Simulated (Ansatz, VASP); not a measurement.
## BAs: VASP beside Ansatz

```
B As
1.0
     0.00000    2.36630    2.36630
     2.36630    0.00000    2.36630
     2.36630    2.36630    0.00000
B As
1 1
Direct
  0.00000 0.00000 0.00000
  0.25000 0.25000 0.25000
```

Alike in both runs: task single point; functional LDA; k mesh 8 × 8 × 8; occupations gaussian, width 0.02 eV; no spin polarisation.

```csv
,VASP,Ansatz
version,VASP 6.6.1,Ansatz 0.2.0
potentials or method,"VASP PAW LDA potentials, release 64 (B, As), cutoff 500 eV","scalar-relativistic, plane waves, PAW"
valence electrons in the cell,8,18
```

|  | VASP | Ansatz | Ansatz less VASP |
| --- | --- | --- | --- |
| gap on the k mesh at the Fermi level (eV) | 1.11 | 1.12 | +0.008 |
| least direct gap on the mesh (eV) | 3.29 | 3.29 | +0.004 |
| pressure (GPa) | 0.9 | 0.0 | -0.96 |

LDA's correlation is that of Perdew and Zunger in VASP and of Perdew and Wang (1992) in Ansatz. VASP's potentials hold 8 valence electrons a cell and Ansatz's 18, so a difference there can come from the potentials and not from the codes.
